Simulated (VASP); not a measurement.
# Hg (P6_3/mmc) in VASP: single point with PBEsol

Aim: the single point of Hg with PBEsol.

Everything below comes from runs of VASP 6.6.1. Logs are shortened: lines on timing, memory, paths and dates and some standing lists are left out, and cuts for length are marked.

**1. The cell of the first run**

The structure is hexagonal, space group P6_3/mmc (No. 194). The conventional cell has a = 3.610 Å, b = 3.610 Å, c = 5.640 Å, α = 90.00°, β = 90.00°, γ = 120.00°. Within 4.6 Å of Hg (site symmetry -6m2) lie 12 Hg at 3.51 to 3.61 Å.

**2. Single point, PBEsol (strained)**

Input file INCAR:

```
SYSTEM = Hg
  PREC = Accurate
  ENCUT = 520
  EDIFF = 1E-6
  ISMEAR = 0
  SIGMA = 0.05
  LREAL = .FALSE.
  LASPH = .TRUE.
  NELM = 100
  ALGO = Normal
  ISIF = 2
  LWAVE = .FALSE.
  LCHARG = .TRUE.
  GGA = PS
  LELF = .TRUE.
  LVHAR = .TRUE.
  NBANDS = 19
```

Input file KPOINTS:

```
regular mesh
0
G
  12 12 8
  0 0 0
```

Input file POSCAR:

```
Hg
1.0
    3.6100443271      0.0000000000      0.0000000000
   -1.8050221636      3.1263900960      0.0000000000
    0.0000000000      0.0000000000      5.6402118731
Hg
2
Direct
    0.6666666700      0.3333333300      0.7500000000
    0.3333333300      0.6666666700      0.2500000000
```

Potentials or basis: VASP PAW PBE potentials, release 64 (Hg).

Launch:

```console
> cat potpaw_PBE.64/Hg/POTCAR > POTCAR
> mpirun -np 1 vasp_std > vasp.out
```

OUTCAR:

```text
SYSTEM = Hg
   PREC = Accurate
   ENCUT = 520
   EDIFF = 1E-6
   ISMEAR = 0
   LREAL = .FALSE.
   LASPH = .TRUE.
   NELM = 100
   ISIF = 2
   GGA = PS

 ion  position               nearest neighbor table
   1  0.667  0.333  0.750-   2 3.51   2 3.51   2 3.51   2 3.51   2 3.51   2 3.51
   2  0.333  0.667  0.250-   1 3.51   1 3.51   1 3.51   1 3.51   1 3.51   1 3.51

  LATTYP: Found a hexagonal cell.
 ALAT       =     3.6100443271
 C/A-ratio  =     1.5623663762

  Lattice vectors:

 A1 = (   3.6100443271,   0.0000000000,   0.0000000000)
 A2 = (  -1.8050221636,   3.1263900960,   0.0000000000)
 A3 = (   0.0000000000,   0.0000000000,   5.6402118731)

Analysis of symmetry for initial positions (statically):
=====================================================================
 Subroutine PRICEL returns:
 Original cell was already a primitive cell.

 Routine SETGRP: Setting up the symmetry group for a
 hexagonal supercell.

 Subroutine GETGRP returns: Found 24 space group operations
 (whereof 12 operations were pure point group operations)
 out of a pool of 24 trial point group operations.

The static configuration has the point symmetry D_3d.
 The point group associated with its full space group is D_6h.

Analysis of symmetry for dynamics (positions and initial velocities):
=====================================================================
 Subroutine PRICEL returns:
 Original cell was already a primitive cell.

 Routine SETGRP: Setting up the symmetry group for a
 hexagonal supercell.

 Subroutine GETGRP returns: Found 24 space group operations
 (whereof 12 operations were pure point group operations)
 out of a pool of 24 trial point group operations.

The dynamic configuration has the point symmetry D_3d.
 The point group associated with its full space group is D_6h.

 Subroutine INISYM returns: Found 24 space group operations
 (whereof 12 operations are pure point group operations),
 and found     1 'primitive' translations

----------------------------------------------------------------------------------------

                                     Primitive cell

  volume of cell :      63.6577

  direct lattice vectors                    reciprocal lattice vectors
     3.610044327  0.000000000  0.000000000     0.277004909  0.159928859  0.000000000
    -1.805022164  3.126390096  0.000000000     0.000000000  0.319857717  0.000000000
     0.000000000  0.000000000  5.640211873     0.000000000  0.000000000  0.177298304

  length of vectors
     3.610044327  3.610044327  5.640211873     0.319857717  0.319857717  0.177298304

  position of ions in fractional coordinates (direct lattice)
[... 79 lines left out ...]
   EDIFF  = 0.1E-05   stopping-criterion for ELM
   LREAL  =      F    real-space projection
   EDIFFG = 0.1E-04   stopping-criterion for IOM
   NSW    =      0    number of steps for IOM
   IBRION =     -1    ionic relax: 0-MD 1-quasi-New 2-CG
   NFREE  =      0    steps in history (QN), initial steepest desc. (CG)
   ISIF   =      2    stress and relaxation
   ISYM   =      2    0-nonsym 1-usesym 2-fastsym
   POTIM  = 0.5000    time-step for ionic-motion
   TEBEG  =    0.0;   TEEND  =   0.0 temperature during run
   PSTRESS=    0.0 pullay stress
   NELECT =      24.0000    total number of electrons
   NUPDOWN=      -1.0000    fix difference up-down
   EMIN   =  10.00;   EMAX   =-10.00  energy-range for DOS
   EFERMI =   0.00;   METHOD = LEGACY
   ISMEAR =     0;   SIGMA  =   0.05  broadening in eV -4-tet -1-fermi 0-gaus
   EFERMI_NEDOS =   21; number of points for ismear=-14 and -15
   IALGO  =     38    algorithm
   IMIX   =      4    mixing-type and parameters
     AMIX     =   0.40;   BMIX     =  1.00
     AMIX_MAG =   1.60;   BMIX_MAG =  1.00
  volume/ion in A,a.u.               =      31.83       214.79
  Fermi-wavevector in a.u.,A,eV,Ry     =   1.182664  2.234912 19.030403  1.398695
  Thomas-Fermi vector in A             =   2.318914
   LORBIT       =      0    0 simple, 1 ext, 2 COOP (PROOUT), +10 PAW based schemes
   GGA     = PS    functional components
   LHFCALC =     F    Hartree Fock is set to
   AEXX    =    0.0000 exact exchange contribution
   IVDW    =     0    specifies the selected vdW correction
   LEPSILON=     F    determine dielectric tensor
   LRPA    =     F    only Hartree local field effects (RPA)
 non-spin polarized calculation
 Gauss-broadening in eV      SIGMA  =   0.05
  energy-cutoff  :      520.00
  volume of cell :       63.66
 maximum number of plane-waves:      1737
 NGX is ok and might be reduce to    28
   NGX = 13   NGY = 13   NGZ = 21

 number of electron      24.0000004 magnetization

 Free energy of the ion-electron system (eV)
  ---------------------------------------------------
  ext. energy  EPLUGINS =         0.00000000
  ---------------------------------------------------
  free energy    TOTEN  =        -0.90070269 eV

  energy without entropy =       -0.90070269  energy(sigma->0) =       -0.90070269

 E-fermi :   0.0337     XC(G=0):  -9.4617

 val. band max:       -0.1527882150   @ k =   0.2500   0.1667   0.0000
 cond. band min:       0.2032132891   @ k =   0.0000   0.0000   0.0000
 fundamental gap:      0.3560015041
 Fermi energy:         0.0336865871

 k-point     1 :       0.0000    0.0000    0.0000
  band No.  band energies     occupation
      1      -6.4154      2.00000
      2      -6.0695      2.00000
      3      -5.5851      2.00000
      4      -5.5851      2.00000
      5      -5.5679      2.00000
      6      -5.5062      2.00000
[... 505 lines left out ...]
      6      -5.4409      2.00000
[... 11 lines left out ...]
     18      10.9239      0.00000
     19      11.0310      0.00000

 [... further k-points ...]

------------------------ aborting loop because EDIFF is reached ----------------------------------------

  FORCE on cell =-STRESS in cart. coord.  units (eV):
  Direction    XX          YY          ZZ          XY          YZ          ZX
  --------------------------------------------------------------------------------------
  -------------------------------------------------------------------------------------
  Total       -1.0767362     -1.0767362     -1.1681005      0.0000000      0.0000000      0.0000000
  in kB      -27.0999676    -27.0999676    -29.3994821      0.0000000      0.0000000      0.0000000
  external PRESSURE =     -27.8664724 kB  Pullay stress =       0.0000000 kB

 VOLUME and BASIS-vectors are now :
 -----------------------------------------------------------------------------
  energy-cutoff  :      520.00
  volume of cell :       63.66
      direct lattice vectors                 reciprocal lattice vectors
     3.610044327  0.000000000  0.000000000     0.277004909  0.159928859  0.000000000
    -1.805022164  3.126390096  0.000000000     0.000000000  0.319857717  0.000000000
     0.000000000  0.000000000  5.640211873     0.000000000  0.000000000  0.177298304

 POSITION                                       TOTAL-FORCE (eV/Angst)
 -----------------------------------------------------------------------------------
      1.80502      1.04213      4.23016         0.000000     -0.000000      0.000000
     -0.00000      2.08426      1.41005        -0.000000      0.000000      0.000000
 -----------------------------------------------------------------------------------
    total drift:                               -0.000003      0.000002     -0.000000

  FREE ENERGIE OF THE ION-ELECTRON SYSTEM (eV)
  ---------------------------------------------------
  free  energy   TOTEN  =        -0.9007026927 eV

  energy  without entropy=       -0.9007026922  energy(sigma->0) =       -0.90070269
```

It took 58 s on 1 thread of Intel Xeon Platinum 8488C (Sapphire Rapids), shared host; peak memory 0.23 GiB.

What came out:

```
Free energy            : -0.9007 eV
Pressure               : -2.8 GPa
Band gap on the k mesh : 0.36 eV (least direct gap 1.28 eV)
```

Stress tensor (GPa, compression positive):
```
-2.71  0.00  0.00
 0.00 -2.71  0.00
 0.00  0.00 -2.94
```

Levels at points of the mesh, in eV from the valence-band top:
| k point | band 8 | band 9 | band 10 | band 11 | band 12 | band 13 | band 14 | band 15 | band 16 | band 17 |
| --- | --- | --- | --- | --- | --- | --- | --- | --- | --- | --- |
| (0.00, 0.00, 0.00) | -5.31 | -5.31 | -4.88 | -4.88 | -1.00 | 0.36 | 10.38 | 10.38 | 12.36 | 12.36 |
| (0.50, 0.00, 0.00) | -4.90 | -4.84 | -4.80 | -1.98 | -1.23 | 2.65 | 3.70 | 4.40 | 6.50 | 6.81 |
| (0.00, 0.00, 0.50) | -5.01 | -5.01 | -5.01 | -4.70 | -4.70 | 6.62 | 6.62 | 11.33 | 11.33 | 11.33 |
| (0.50, 0.00, 0.50) | -4.87 | -4.85 | -4.85 | -0.97 | -0.97 | 0.86 | 0.86 | 8.20 | 8.20 | 9.06 |

Caveat: the cell differs from its parent crystal (strained); the PAW data sets were made with another functional, which shifts forces and pressure a little; spin-orbit coupling is left out, which moves the levels of the heavy elements. A k mesh can miss the band edges.
